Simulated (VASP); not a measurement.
# WS2 in VASP: further runs

The runs below take WS2 through single point, with r2SCAN.

All numbers are computed with VASP 6.6.1; they aren't measurements. Logs are shortened: lines on timing, memory, paths and dates and some standing lists are left out, and cuts for length are marked.

### 1 The cell of the first run

The cell holds a slab with vacuum, 9 atoms: a = 3.229 Å, b = 3.229 Å, c = 28.438 Å, α = 90.00°, β = 90.00°, γ = 120.00°.

### 2 Single point, r2SCAN (biaxial strain in the a-b plane: +1.5 %)

Input file POSCAR:

```
WS2
1.0
    3.2291759840      0.0000000000      0.0000000000
   -1.6145879920      2.7965484355      0.0000000000
    0.0000000000      0.0000000000     28.4379319210
W S
3 6
Direct
    0.6666666667      0.3333333333      0.5000000000
    0.3333333333      0.6666666667      0.7277660964
    0.3333333333      0.6666666667      0.2722339036
    0.6666666667      0.3333333333      0.7820924039
    0.6666666667      0.3333333333      0.3266133309
    0.3333333333      0.6666666667      0.5543463681
    0.6666666667      0.3333333333      0.6733866691
    0.6666666667      0.3333333333      0.2179075961
    0.3333333333      0.6666666667      0.4456536319
```

Input file INCAR.step1:

```
PREC     = Accurate       # precision mode
ENCUT    = 520            # plane-wave cutoff, eV
ISMEAR   = 0              # smearing method
SIGMA    = 0.02           # smearing width, eV
LREAL    = F              # projectors in reciprocal space
LASPH    = T              # aspherical terms in the spheres
NELM     = 60             # most SCF steps
NBANDS   = 49             # bands
GGA      = PE             # functional
ALGO     = Normal         # electronic algorithm
EDIFF    = 1E-4           # SCF threshold, eV
LWAVE    = T              # write WAVECAR
LCHARG   = F              # write CHGCAR
```

Input file INCAR.step2:

```
PREC     = Accurate       # precision mode
ENCUT    = 520            # plane-wave cutoff, eV
EDIFF    = 1E-7           # SCF threshold, eV
ISMEAR   = 0              # smearing method
SIGMA    = 0.02           # smearing width, eV
LREAL    = F              # projectors in reciprocal space
LASPH    = T              # aspherical terms in the spheres
NELM     = 60             # most SCF steps
ALGO     = Normal         # electronic algorithm
ISIF     = 2              # what is computed and relaxed
LWAVE    = F              # write WAVECAR
LCHARG   = F              # write CHGCAR
METAGGA  = R2SCAN         # meta-GGA
LMIXTAU  = T            
NBANDS   = 49             # bands
ISTART   = 1
```

Input file KPOINTS:

```
Automatic mesh
0
Gamma
  12 12 1
```

Potentials or basis: VASP PAW PBE potentials, release 64 (W_sv, S).

The run is started by

```sh
cat potpaw_PBE.64/W_sv/POTCAR potpaw_PBE.64/S/POTCAR > POTCAR
cp INCAR.step1 INCAR
mpirun -np 1 vasp_std > vasp.out
cp INCAR.step2 INCAR
mpirun -np 1 vasp_std > vasp.out
```

OUTCAR:

```text
PREC = Accurate
   ENCUT = 520
   EDIFF = 1E-7
   ISMEAR = 0
   LREAL = F
   LASPH = T
   NELM = 60
   ISIF = 2
   METAGGA = R2SCAN
   ISTART = 1

 ion  position               nearest neighbor table
   1  0.667  0.333  0.500-   6 2.42   9 2.42   6 2.42   9 2.42   6 2.42   9 2.42
   2  0.333  0.667  0.728-   4 2.42   4 2.42   4 2.42   7 2.42   7 2.42   7 2.42
   3  0.333  0.667  0.272-   8 2.42   8 2.42   8 2.42   5 2.42   5 2.42   5 2.42
   4  0.667  0.333  0.782-   2 2.42   2 2.42   2 2.42
   5  0.667  0.333  0.327-   3 2.42   3 2.42   3 2.42
   6  0.333  0.667  0.554-   1 2.42   1 2.42   1 2.42
   7  0.667  0.333  0.673-   2 2.42   2 2.42   2 2.42
   8  0.667  0.333  0.218-   3 2.42   3 2.42   3 2.42
   9  0.333  0.667  0.446-   1 2.42   1 2.42   1 2.42

  LATTYP: Found a hexagonal cell.
 ALAT       =     3.2291759840
 C/A-ratio  =     8.8065599589

  Lattice vectors:

 A1 = (   3.2291759840,   0.0000000000,   0.0000000000)
 A2 = (  -1.6145879920,   2.7965484355,   0.0000000000)
 A3 = (   0.0000000000,   0.0000000000,  28.4379319210)

Analysis of symmetry for initial positions (statically):
=====================================================================
 Subroutine PRICEL returns:
 Original cell was already a primitive cell.

 Routine SETGRP: Setting up the symmetry group for a
 hexagonal supercell.

 Subroutine GETGRP returns: Found 12 space group operations
 (whereof 12 operations were pure point group operations)
 out of a pool of 24 trial point group operations.

The static configuration has the point symmetry D_3h.

Analysis of symmetry for dynamics (positions and initial velocities):
=====================================================================
 Subroutine PRICEL returns:
 Original cell was already a primitive cell.

 Routine SETGRP: Setting up the symmetry group for a
 hexagonal supercell.

 Subroutine GETGRP returns: Found 12 space group operations
 (whereof 12 operations were pure point group operations)
 out of a pool of 24 trial point group operations.

The dynamic configuration has the point symmetry D_3h.

 Subroutine INISYM returns: Found 12 space group operations
 (whereof 12 operations are pure point group operations),
 and found     1 'primitive' translations

----------------------------------------------------------------------------------------

                                     Primitive cell

  volume of cell :     256.8101

  direct lattice vectors                    reciprocal lattice vectors
     3.229175984  0.000000000  0.000000000     0.309676526  0.178791826  0.000000000
    -1.614587992  2.796548436  0.000000000     0.000000000  0.357583651  0.000000000
     0.000000000  0.000000000 28.437931921     0.000000000  0.000000000  0.035164301

  length of vectors
     3.229175984  3.229175984 28.437931921     0.357583651  0.357583651  0.035164301

  position of ions in fractional coordinates (direct lattice)
     0.666666667  0.333333333  0.500000000
     0.333333333  0.666666667  0.727766096
     0.333333333  0.666666667  0.272233904
     0.666666667  0.333333333  0.782092404
     0.666666667  0.333333333  0.326613331
     0.333333333  0.666666667  0.554346368
     0.666666667  0.333333333  0.673386669
     0.666666667  0.333333333  0.217907596
     0.333333333  0.666666667  0.445653632

  ion indices of the primitive-cell ions
   primitive index   ion index
                 1           1
                 2           2
                 3           3
                 4           4
                 5           5
                 6           6
                 7           7
                 8           8
                 9           9

----------------------------------------------------------------------------------------

 KPOINTS: Automatic mesh

Automatic generation of k-mesh.
 Grid dimensions read from file:
 generate k-points for:   12   12    1

 Generating k-lattice:

  Cartesian coordinates                     Fractional coordinates (reciprocal lattice)
     0.025806377  0.014899319  0.000000000     0.083333333  0.000000000  0.000000000
     0.000000000  0.029798638  0.000000000     0.000000000  0.083333333  0.000000000
     0.000000000  0.000000000  0.035164301     0.000000000  0.000000000  1.000000000

  Length of vectors
     0.029798638  0.029798638  0.035164301

  Shift w.r.t. Gamma in fractional coordinates (k-lattice)
     0.000000000  0.000000000  0.000000000

 Subroutine IBZKPT returns following result:
 ===========================================

 Found     19 irreducible k-points:

 Following reciprocal coordinates:
            Coordinates               Weight
  0.000000  0.000000  0.000000      1.000000
  0.083333  0.000000  0.000000      6.000000
  0.166667  0.000000  0.000000      6.000000
  0.250000  0.000000  0.000000      6.000000
  0.333333  0.000000  0.000000      6.000000
  0.416667  0.000000  0.000000      6.000000
[... 11 lines left out ...]
  0.333333  0.250000  0.000000     12.000000
  0.333333  0.333333  0.000000      2.000000
   k-points           NKPTS =     19   k-points in BZ     NKDIM =     19   number of bands    NBANDS=     49
   number of dos      NEDOS =    301   number of ions     NIONS =      9
   total plane-waves  NPLWV = 124416
   dimension x,y,z NGX =    24 NGY =   24 NGZ =  216
   dimension x,y,z NGXF=    48 NGYF=   48 NGZF=  432
   ions per type =               3   6
   NGX,Y,Z   is equivalent  to a cutoff of  12.36, 12.36, 12.63 a.u.
   NGXF,Y,Z  is equivalent  to a cutoff of  24.71, 24.71, 25.25 a.u.
 SYSTEM =  unknown system
   PREC   = accura    normal or accurate (medium, high low for compatibility)
   ISTART =      1    job   : 0-new  1-cont  2-samecut
   ICHARG =      0    charge: 1-file 2-atom 10-const
   ISPIN  =      1    spin polarized calculation?
   LNONCOLLINEAR =      F non collinear calculations
   LSORBIT =      F    spin-orbit coupling
   LASPH  =      T    aspherical Exc in radial PAW
   ENCUT  =  520.0 eV  38.22 Ry    6.18 a.u.   6.00  6.00 52.88*2*pi/ulx,y,z
   NELM   =     60;   NELMIN=  2; NELMDL=  0     # of ELM steps
   EDIFF  = 0.1E-06   stopping-criterion for ELM
   LREAL  =      F    real-space projection
   EDIFFG = 0.1E-05   stopping-criterion for IOM
   NSW    =      0    number of steps for IOM
   IBRION =     -1    ionic relax: 0-MD 1-quasi-New 2-CG
   NFREE  =      0    steps in history (QN), initial steepest desc. (CG)
   ISIF   =      2    stress and relaxation
   ISYM   =      2    0-nonsym 1-usesym 2-fastsym
   POTIM  = 0.5000    time-step for ionic-motion
   TEBEG  =    0.0;   TEEND  =   0.0 temperature during run
   PSTRESS=    0.0 pullay stress
   NELECT =      78.0000    total number of electrons
   NUPDOWN=      -1.0000    fix difference up-down
   EMIN   =  10.00;   EMAX   =-10.00  energy-range for DOS
   EFERMI =   0.00;   METHOD = LEGACY
   ISMEAR =     0;   SIGMA  =   0.02  broadening in eV -4-tet -1-fermi 0-gaus
   EFERMI_NEDOS =   21; number of points for ismear=-14 and -15
   IALGO  =     38    algorithm
   IMIX   =      4    mixing-type and parameters
     AMIX     =   0.40;   BMIX     =  1.00
     AMIX_MAG =   1.60;   BMIX_MAG =  1.00
  volume/ion in A,a.u.               =      28.53       192.56
  Fermi-wavevector in a.u.,A,eV,Ry     =   1.100447  2.079543 16.476423  1.210983
  Thomas-Fermi vector in A             =   2.236858
   LORBIT       =      0    0 simple, 1 ext, 2 COOP (PROOUT), +10 PAW based schemes
   METAGGA = R2SCAN    functional components
   LHFCALC =     F    Hartree Fock is set to
   AEXX    =    0.0000 exact exchange contribution
   IVDW    =     0    specifies the selected vdW correction
   LEPSILON=     F    determine dielectric tensor
   LRPA    =     F    only Hartree local field effects (RPA)
 non-spin polarized calculation
 Gauss-broadening in eV      SIGMA  =   0.02
  energy-cutoff  :      520.00
  volume of cell :      256.81
 maximum number of plane-waves:      7002
   NGX = 13   NGY = 13   NGZ =105

 number of electron      78.0000017 magnetization

 Free energy of the ion-electron system (eV)
  ---------------------------------------------------
  ext. energy  EPLUGINS =         0.00000000
  ---------------------------------------------------
  free energy    TOTEN  =      -210.14323388 eV

  energy without entropy =     -210.14323388  energy(sigma->0) =     -210.14323388

 E-fermi :   2.7115     XC(G=0):  -7.7177

 val. band max:        2.4730043588   @ k =   0.0000   0.0000   0.0000
 cond. band min:       3.6119702351   @ k =   0.3333   0.3333   0.0000
 fundamental gap:      1.1389658763
 Fermi energy:         2.7114579377

 k-point     1 :       0.0000    0.0000    0.0000
  band No.  band energies     occupation
      1     -74.1192      2.00000
      2     -74.1182      2.00000
      3     -74.1182      2.00000
      4     -37.6702      2.00000
      5     -37.6687      2.00000
      6     -37.6687      2.00000
[... 41 lines left out ...]
     48       5.0774      0.00000
     49       5.0887      0.00000

 k-point     2 :       0.0833    0.0000    0.0000
  band No.  band energies     occupation
      1     -74.1181      2.00000
      2     -74.1171      2.00000
      3     -74.1171      2.00000
      4     -37.6663      2.00000
      5     -37.6649      2.00000
      6     -37.6649      2.00000
[... 41 lines left out ...]
     48       5.0057      0.00000
     49       5.0822      0.00000

 k-point     3 :       0.1667    0.0000    0.0000
  band No.  band energies     occupation
      1     -74.1153      2.00000
      2     -74.1143      2.00000
      3     -74.1143      2.00000
      4     -37.6559      2.00000
      5     -37.6544      2.00000
      6     -37.6544      2.00000
[... 821 lines left out ...]
     48       5.9493      0.00000
     49       7.2034      0.00000

 k-point    19 :       0.3333    0.3333    0.0000
  band No.  band energies     occupation
      1     -74.1018      2.00000
      2     -74.1008      2.00000
      3     -74.1008      2.00000
      4     -37.7964      2.00000
      5     -37.7950      2.00000
      6     -37.7950      2.00000
[... 41 lines left out ...]
     48       6.0923      0.00000
     49       7.5359      0.00000

------------------------ aborting loop because EDIFF is reached ----------------------------------------

  FORCE on cell =-STRESS in cart. coord.  units (eV):
  Direction    XX          YY          ZZ          XY          YZ          ZX
  --------------------------------------------------------------------------------------
  -------------------------------------------------------------------------------------
  Total       -4.5086293     -4.5086293     -0.2568448      0.0000000      0.0000000      0.0000000
  in kB      -28.1282712    -28.1282712     -1.6023939      0.0000000      0.0000000      0.0000000
  external PRESSURE =     -19.2863121 kB  Pullay stress =       0.0000000 kB

 VOLUME and BASIS-vectors are now :
 -----------------------------------------------------------------------------
  energy-cutoff  :      520.00
  volume of cell :      256.81
      direct lattice vectors                 reciprocal lattice vectors
     3.229175984  0.000000000  0.000000000     0.309676526  0.178791826  0.000000000
    -1.614587992  2.796548436  0.000000000     0.000000000  0.357583651  0.000000000
     0.000000000  0.000000000 28.437931921     0.000000000  0.000000000  0.035164301

 POSITION                                       TOTAL-FORCE (eV/Angst)
 -----------------------------------------------------------------------------------
      1.61459      0.93218     14.21897         0.000000     -0.000000      0.000000
     -0.00000      1.86437     20.69616        -0.000000     -0.000000     -0.013358
     -0.00000      1.86437      7.74177         0.000000     -0.000000      0.013358
      1.61459      0.93218     22.24109        -0.000000      0.000000     -0.017536
      1.61459      0.93218      9.28821        -0.000000     -0.000000     -0.035130
     -0.00000      1.86437     15.76446         0.000000     -0.000000     -0.019398
      1.61459      0.93218     19.14972        -0.000000     -0.000000      0.035130
      1.61459      0.93218      6.19684         0.000000      0.000000      0.017536
     -0.00000      1.86437     12.67347         0.000000     -0.000000      0.019398
 -----------------------------------------------------------------------------------
    total drift:                                0.000001     -0.000001      0.000000

  FREE ENERGIE OF THE ION-ELECTRON SYSTEM (eV)
  ---------------------------------------------------
  free  energy   TOTEN  =      -210.1432338768 eV

  energy  without entropy=     -210.1432338768  energy(sigma->0) =     -210.14323388
```

It took 30 min on 1 thread of Intel Xeon Platinum 8259CL at 2.50GHz (Skylake/Cascade Lake), shared host; peak memory 0.5 GiB.

What came out:

```
Free energy            : -210.1432 eV
Largest force          : 0.035 eV/Å
Band gap on the k mesh : 1.14 eV (least direct gap 1.70 eV)
```

Forces on the atoms (eV/Å):
```
W    0.000  0.000  0.000
W    0.000  0.000 -0.013
W    0.000  0.000  0.013
S    0.000  0.000 -0.018
S    0.000  0.000 -0.035
S    0.000  0.000 -0.019
S    0.000  0.000  0.035
S    0.000  0.000  0.018
S    0.000  0.000  0.019
```

Levels at points of the mesh, in eV from the valence-band top:
| k point | band 35 | band 36 | band 37 | band 38 | band 39 | band 40 | band 41 | band 42 | band 43 | band 44 |
| --- | --- | --- | --- | --- | --- | --- | --- | --- | --- | --- |
| (0.00, 0.00, 0.00) | -2.44 | -2.04 | -0.62 | -0.28 | 0.00 | 2.39 | 2.39 | 2.40 | 2.40 | 2.40 |
| (0.50, 0.00, 0.00) | -2.12 | -2.09 | -1.54 | -1.49 | -1.45 | 2.23 | 2.24 | 2.24 | 2.67 | 2.72 |

Caveat: the cell differs from its parent crystal (biaxial strain in the a-b plane: +1.5 %); there is no dipole correction, which matters where the two faces differ; the PAW data sets were made with another functional, which shifts forces and pressure a little; spin-orbit coupling is left out, which moves the levels of the heavy elements.

(Continued in part 2 of 2.)
